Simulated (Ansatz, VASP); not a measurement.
# Zr2B in VASP and in Ansatz

```
Zr B
1.0
     3.78251    0.00000    0.00000
     0.00000    3.78251    0.00000
     0.00000    0.00000    7.01173
Zr B
4 2
Direct
  0.50000 0.00000 0.36941
  0.00000 0.50000 0.63059
  0.50000 0.50000 0.00000
  0.00000 0.00000 0.00000
  0.00000 0.50000 0.27168
  0.50000 0.00000 0.72832
```

Change from the starting cell: species swapped into the TbSe2 type (P4/nmm, No. 129).

Alike in both runs: functional PBE; k mesh 6 × 6 × 4; occupations gaussian, width 0.1 eV; no spin polarisation.

Ansatz relaxed the structure, and its values are those at the end. VASP's run is a single point on that final structure, the one shown.

|  | VASP | Ansatz |
| --- | --- | --- |
| version | VASP 6.6.1 | Ansatz 0.2.0 |
| potentials or method | VASP PAW PBE potentials, release 64 (Zr_sv, B), cutoff 520 eV | scalar-relativistic, plane waves, PAW |
| valence electrons in the cell | 54 | 54 |

```tsv
	VASP	Ansatz	Ansatz less VASP
gap on the k mesh at the Fermi level (eV)	none	none	-
pressure (GPa)	0.1	0.0	-0.09
```

A gap of «none» marks a metal or a gap that the smearing closes.
